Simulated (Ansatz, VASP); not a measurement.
## One calculation of BN, two programs

The input POSCAR:

```
BN
1.0
    2.5080409239      0.0000000000      0.0000000000
   -1.2467107647      2.1762310413      0.0000000000
   -0.6306650796     -1.0881155206      3.0225400000
N B
1 1
Direct
    0.6685060000      0.3323850000      0.9849990000
    0.9796430000      0.9834990000      0.0018060000
```

The input INCAR.step1:

```
  PREC = Accurate
  ENCUT = 520
  EDIFF = 1E-5
  ISMEAR = -1
  SIGMA = 0.05
  LREAL = False
  LASPH = True
  NELM = 100
  ALGO = Normal
  ISIF = 2
  LWAVE = True
  GGA = PE
  NBANDS = 11
```

The input INCAR.step2:

```
  PREC = Accurate
  ENCUT = 520
  EDIFF = 1E-7
  ISMEAR = -1
  SIGMA = 0.05
  LREAL = False
  LASPH = True
  NELM = 100
  ALGO = Normal
  ISIF = 2
  LWAVE = False
  LCHARG = True
  METAGGA = R2SCAN
  LHFCALC = True
  AEXX = 0.25
  LMIXTAU = True
  PRECFOCK = Normal
  LELF = True
  LVHAR = True
  ISTART = 1
  NBANDS = 11
```

Contents of KPOINTS:

```
Automatic mesh
0
Gamma
  7 7 5
```

input

```
crystal:
  lattice:
    - [2.5080409239, 0.0, 0.0]
    - [-1.2467107647, 2.1762310413, 0.0]
    - [-0.6306650796, -1.0881155206, 3.02254]
  atoms:
    - { symbol: "N", position: [0.668506, 0.332385, 0.984999] }
    - { symbol: B, position: [0.979643, 0.983499, 0.001806] }
hamiltonian:
  xc: r2scan0
  pseudopotentials: { kind: paw }
kpoints:
  mp_grid: { grid: [7, 7, 5] }
  band_path:
    path:
      - [[0.0, 0.0, 0.0], [0.5, -0.5, 0.0], [0.5, -0.5, -0.5], [0.0, 0.0, -0.5], [0.0, 0.0, 0.0], [0.3772664522, 0.3772664522, -0.3772664522], [0.7093019284, -0.2906980716, -0.2093019284], [0.5, -0.5, 0.0]]
      - [[0.5, -0.5, -0.5], [0.6227335478, -0.3772664522, -0.6227335478]]
      - [[0.3772664522, 0.3772664522, -0.3772664522], [0.2906980716, 0.2906980716, -0.7906980716], [0.0, 0.0, -0.5]]
      - [[0.5, 0.0, -0.5], [0.0, 0.0, 0.0]]
    npoints: 4
scf:
  occupations: { method: fermi_dirac, width: 0.05 }
  n_extra_bands: 6
output:
  forces: true
  stress: true
  eigenvalues: true
  fatbands: false
```

Alike in both runs: functional r2SCAN0; k mesh 7 × 7 × 5; occupations fermi-dirac, width 0.05 eV; no spin polarisation.

|  | VASP | Ansatz |
| --- | --- | --- |
| version | VASP 6.6.1 | Ansatz 0.2.0 |
| potentials or method | VASP PAW PBE potentials, release 64 (N, B) | Ansatz PAW |
| plane-wave cutoff (eV) | 520 | 500 |
| valence electrons in the cell | 8 | 8 |
| task | single point | band structure |

|  | VASP | Ansatz | Ansatz less VASP |
| --- | --- | --- | --- |
| gap on the k mesh at the Fermi level (eV) | 5.47 | 5.43 | -0.033 |
| pressure (GPa) | -2.6 | -3.0 | -0.40 |
| traceless stress, the component that is largest in VASP (GPa) | -9.76 | -10.11 | -0.348 |
| rms of the force components (eV/Å) | 1.617 | 1.622 | +0.0048 |

VASP's potentials were made for PBE, not for r2SCAN0. Atom by atom the forces differ by 0.005 eV/Å (rms over components). The functional is the same, so the differences come from potentials, cutoffs and numerics.

The k mesh is coarse, so the values compare programs but aren't converged.
